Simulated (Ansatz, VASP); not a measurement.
**One calculation of Ir, two programs**

INCAR

```
SYSTEM = Ir
PREC = Accurate ; ENCUT = 520
EDIFF = 1E-7 ; ISMEAR = -1
SIGMA = 0.05 ; LREAL = .False.
LASPH = .True. ; NELM = 100
ALGO = Normal ; ISIF = 2
LWAVE = .False. ; LCHARG = .False.
GGA = PE ; NBANDS = 10
```

KPOINTS

```
Automatic mesh
0
Gamma
  15 15 15
  0 0 0
```

The input POSCAR:

```
Ir
1.0
    0.0000000000      1.9197000000      1.9197000000
    1.9197000000      0.0000000000      1.9197000000
    1.9197000000      1.9197000000      0.0000000000
Ir
1
Direct
    0.0000000000      0.0000000000      0.0000000000
```

Input for Ansatz:

```yaml
crystal:
  lattice:
    - [0.0, 1.9197, 1.9197]
    - [1.9197, 0.0, 1.9197]
    - [1.9197, 1.9197, 0.0]
  atoms:
    - { symbol: Ir, position: [0.0, 0.0, 0.0] }
kpoints:
  mp_grid: { grid: [15, 15, 15] }
scf:
  occupations: { method: fermi_dirac, width: 0.05 }
hamiltonian:
  xc: pbe
  pseudopotentials: { kind: all_electron, lapw: { basis_error: 0.0005 } }
output:
  forces: true
  stress: true
  eigenvalues: true
basis:
  ecutwfc: 220
```

Alike in both runs: task single point; functional PBE; k mesh 15 × 15 × 15; occupations fermi-dirac, width 0.05 eV; no spin polarisation.

|  | VASP | Ansatz |
| --- | --- | --- |
| version | VASP 6.6.1 | Ansatz 0.2.0 |
| potentials or method | VASP PAW PBE potentials, release 64 (Ir), cutoff 520 eV | all-electron LAPW, scalar-relativistic |

Ansatz gave:

| Item | Value |
| --- | --- |
| pressure (GPa) | 8.9 |

Question: What did VASP give for the same quantities?

Answer: Pressure (GPa): 9.5.

Ansatz ran all-electron here, and VASP with PAW potentials.

Spin-orbit coupling is off throughout.
